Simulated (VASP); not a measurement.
Input of a VASP 6.6.1 run:

File INCAR:

```
PREC     = Accurate       # precision mode
ENCUT    = 500            # plane-wave cutoff, eV
EDIFF    = 1E-6           # SCF threshold, eV
ISMEAR   = -1             # smearing method
SIGMA    = 0.1            # smearing width, eV
LREAL    = F              # projectors in reciprocal space
LASPH    = T              # aspherical terms in the spheres
NELM     = 120            # most SCF steps
ALGO     = Normal         # electronic algorithm
ISIF     = 2              # what is computed and relaxed
LWAVE    = F              # write WAVECAR
LCHARG   = F              # write CHGCAR
GGA      = PE             # functional
NBANDS   = 13             # bands
GGA_COMPAT= F
```

The input KPOINTS:

```
Automatic mesh
0
Gamma
  6 6 6
```

Contents of POSCAR:

```
S
1.0
   -2.8962343100      0.0000000000      2.8962343100
    0.0000000000      2.8962343100      2.8962343100
   -2.8962343100      2.8962343100      0.0000000000
S
2
Direct
    0.0000000000      0.0000000000      0.0000000000
    0.2500000000      0.2500000000      0.2500000000
```

Potentials or basis: VASP PAW PBE potentials, release 64 (S).

The run is started by

```console
$ cat potpaw_PBE.64/S/POTCAR > POTCAR
$ mpirun -np 1 vasp_std > vasp.out
```

(1) What does it give for the band gap on the k mesh?

(2) Predict the pressure.

Results:

(1) zero (band 6 reaches 3.65 eV, above the bottom of band 7 at 2.51 eV).

(2) -0.3 GPa.
